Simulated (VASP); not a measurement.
V:

```
V
1.0
    -1.49918    1.49918    1.49918
     1.49918   -1.49918    1.49918
     1.49918    1.49918   -1.49918
V
1
Direct
  0.00000 0.00000 0.00000
```

Base run:

```yaml
Program: VASP 6.6.1
Functional: PBE
Potentials_or_basis: VASP PAW PBE potentials, release 64 (V_sv)
Cutoff: 520 eV
k_mesh: 15 × 15 × 15
Occupations: fermi-dirac, width 0.1 eV
Spin: no spin polarisation
```

Its results: pressure 0.2 GPa.

The run is repeated on the same cell with these changes: k mesh from 15 × 15 × 15 to 2 × 2 × 2. What comes out?

Pressure -22.8 GPa.

Caveats: some runs use coarse meshes.
